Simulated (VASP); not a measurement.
**Si: relaxation of cell and atoms with PBE**

Si:

```
Si
1.0
     0.00000    3.08505    4.57599
     3.06360    0.00000    4.57599
     3.06360    3.08505    0.00000
Si
4
Cartesian
  4.5954 4.6276 6.8640
  1.5318 1.5425 2.2880
  3.0636 3.0850 5.7500
  3.0636 3.0850 3.4019
```

The cell was generated, and may not be a known phase.

* Program: VASP 6.6.1
* Task: relaxation of cell and atoms
* Functional: PBE
* Potentials or basis: VASP PAW PBE potentials, release 64 (Si)
* Cutoff: 600 eV
* k mesh: 12 × 12 × 12
* Occupations: gaussian, width 0.1 eV
* Spin: no spin polarisation
* Dipole correction: no
* Further INCAR settings: ALGO = Normal; EDIFF = 1e-07; IBRION = 2; EDIFFG = -0.01; NSW = 100; ISIF = 3

The energy gained by relaxing is 0.4 meV/atom and the ionic steps are 6. The pressure after relaxing is 0.0 GPa and the band gap on the k mesh is zero (bands 8 and 9 overlap by 2.41 eV).

Forces on the atoms (eV/Å):
```
Si   0.000  0.000  0.000
Si   0.000  0.000  0.000
Si   0.000  0.000 -0.003
Si   0.000  0.000  0.003
```

Step by step:
```
step  energy change (eV)  largest force (eV/Å)  pressure (GPa)  volume (Å³)
   1              0.0000                0.0353           -0.02        86.50
   2             -0.0011                0.0633           -0.01        86.47
   3             -0.0011                0.0710           -0.01        86.46
   4             -0.0014                0.0130            0.03        86.43
   5             -0.0015                0.0030            0.04        86.42
   6             -0.0015                0.0029           -0.02        86.50
```

Final structure:
```yaml
crystal:
  lattice:
    - [0.00000, 3.08433, 4.55091]
    - [3.08122, 0.00000, 4.55091]
    - [3.08122, 3.08433, 0.00000]
  atoms:
    - { symbol: Si, position: [0.75000, 0.75000, 0.75000] }
    - { symbol: Si, position: [0.25000, 0.25000, 0.25000] }
    - { symbol: Si, position: [0.62850, 0.62850, 0.37150] }
    - { symbol: Si, position: [0.37150, 0.37150, 0.62850] }
```

Levels at points of the mesh, in eV from the Fermi level:
```
           k point  band 5  band 6  band 7  band 8  band 9  band 10  band 11  band 12
(0.00, 0.00, 0.00)   -4.54   -4.53   -1.54   -1.53   -0.86     0.07     2.30     3.38
(0.50, 0.00, 0.00)   -3.45   -2.97   -2.16   -1.32   -0.88     2.31     2.62     4.22
(0.50, 0.50, 0.00)   -4.96   -2.19   -0.43   -0.14   -0.12     1.35     2.12     3.63
(0.50, 0.00, 0.50)   -4.43   -3.78   -1.93    0.62    1.90     2.21     3.85     4.05
(0.00, 0.50, 0.50)   -4.43   -3.79   -1.93    0.62    1.91     2.21     3.83     4.07
```

Run time: 33 min on 1 thread of Intel Xeon 8259CL, on a shared host, peak memory 0.48 GiB.
